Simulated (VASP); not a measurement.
Input of a VASP 6.6.1 run:

The input INCAR:

```
  PREC = Accurate
  ENCUT = 520
  EDIFF = 1E-6
  ISMEAR = -1
  SIGMA = 0.02
  LREAL = False
  LASPH = True
  NELM = 60
  ALGO = Normal
  ISIF = 2
  LWAVE = False
  LCHARG = False
  GGA = PE
  NBANDS = 46
```

The input KPOINTS:

```
regular mesh
0
Gamma
  6 4 4
```

POSCAR

```
InGa3As4
1.0
    4.0946956173      0.0000000000      0.0000000000
    0.0000000000      8.2067257147      0.0000000000
    0.0000000000      0.0000000000      5.8001878814
Ga As In
3 4 1
Direct
    0.0000000000      0.7580414007     -0.0002489526
    0.5000000000      0.0000000000      0.4980044470
    0.0000000000      0.2419585993     -0.0002489526
    0.5000000000      0.7623847093      0.2406404709
    0.0000000000      0.0000000000      0.7416947380
    0.5000000000      0.2376152907      0.2406404709
    0.0000000000      0.5000000000      0.7791784276
    0.5000000000      0.5000000000      0.5003393506
```

Potentials or basis: VASP PAW PBE potentials, release 64 (Ga_d, As, In_d).

Command:

```sh
$ cat potpaw_PBE.64/Ga_d/POTCAR potpaw_PBE.64/As/POTCAR potpaw_PBE.64/In_d/POTCAR > POTCAR
$ mpirun -np 1 vasp_std > vasp.out
```

(1) Estimate the band gap on the k mesh.

(2) Estimate the pressure.

Answers

(1) 0.04 eV, direct.

(2) 1.9 GPa.

Caveat: spin-orbit coupling is left out, which moves the levels of the heavy elements.
